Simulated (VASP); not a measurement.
A run of VASP 6.6.1 is set up as follows.

Contents of INCAR:

```
ALGO = Normal
EDIFF = 1E-6
EDIFFG = -0.005
ENCUT = 600
GGA = PS
IBRION = 2
ISIF = 3
ISMEAR = -1
LASPH = T
LCHARG = F
LREAL = F
LWAVE = F
NELM = 80
NSW = 80
PREC = Accurate
PSTRESS = 300.0
SIGMA = 0.05
```

Contents of KPOINTS:

```
k-points
0
Gamma
  8 8 8
```

Contents of POSCAR:

```
Ba
1.0
   -2.5065000000      2.5065000000      2.5065000000
    2.5065000000     -2.5065000000      2.5065000000
    2.5065000000      2.5065000000     -2.5065000000
Ba
1
Direct
    0.0000000000      0.0000000000      0.0000000000
```

Potentials or basis: VASP PAW PBE potentials, release 64 (Ba_sv).

Launch:

```console
$ cat potpaw_PBE.64/Ba_sv/POTCAR > POTCAR
$ mpirun -np 1 vasp_std > vasp.out
```

(1) What does it give for the relaxed cell?

(2) Estimate the relaxed volume.

## Answers

(1) a = 3.185 Å, b = 3.185 Å, c = 3.185 Å, α = 109.47°, β = 109.47°, γ = 109.47°.

(2) 24.88 Å³/atom.

Caveat: the cell is relaxed towards a set pressure, so the run minimises the enthalpy, not the energy; the volume moved by over 15 % at a fixed basis, so the end points are rough; the PAW data sets were made with another functional, which shifts forces and pressure a little.
